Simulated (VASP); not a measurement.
Write the native input for VASP 6.6.1 that does the following.

| Item | Value |
| --- | --- |
| Task | relaxation of the atoms |
| Functional | PBE |
| Dispersion | D4 |
| Potentials or basis | VASP PAW PBE potentials, release 64 (C) |
| Cutoff | 520 eV |
| k mesh | 11 × 11 × 11 |
| Occupations | fermi-dirac, width 0.05 eV |
| Spin | no spin polarisation |
| Dipole correction | no |
| Further INCAR settings | ALGO = Normal; EDIFF = 1e-06; IBRION = 2; EDIFFG = -0.01; NSW = 100 |

The structure of C lies in POSCAR:

```
C
1.0
    0.0000000000      2.1270000000      3.3480000000
    1.2280000000      0.0000000000      3.3480000000
    1.2280000000      2.1270000000      0.0000000000
C
2
Direct
    0.2608337500      0.7827876300      0.1948405500
    0.7926908700      0.2062506500      0.8571360300
```

The input as run:

INCAR

```
SYSTEM = C
PREC = Accurate
ENCUT = 520
EDIFF = 1E-6
ISMEAR = -1
SIGMA = 0.05
LREAL = .FALSE.
LASPH = .TRUE.
NELM = 100
ALGO = Normal
ISIF = 2
LWAVE = .FALSE.
LCHARG = .FALSE.
GGA = PE
IVDW = 13
IBRION = 2
NSW = 100
EDIFFG = -0.01
```

KPOINTS

```
Automatic mesh
0
G
  11 11 11
  0 0 0
```

Potentials or basis: VASP PAW PBE potentials, release 64 (C).

Run with:

```sh
$ cat potpaw_PBE.64/C/POTCAR > POTCAR
$ mpirun -np 1 vasp_std > vasp.out
```

Results of the run:

```json
{
  "Pressure after relaxing": "1.8 GPa",
  "Largest force after relaxing": "0.003 eV/Å",
  "Dispersion energy per atom": "-0.177 eV"
}
```

Run time: 18 min on 1 thread of Oxide Virtual Turin-like Processor, with other jobs on the host, peak memory 0.16 GiB.
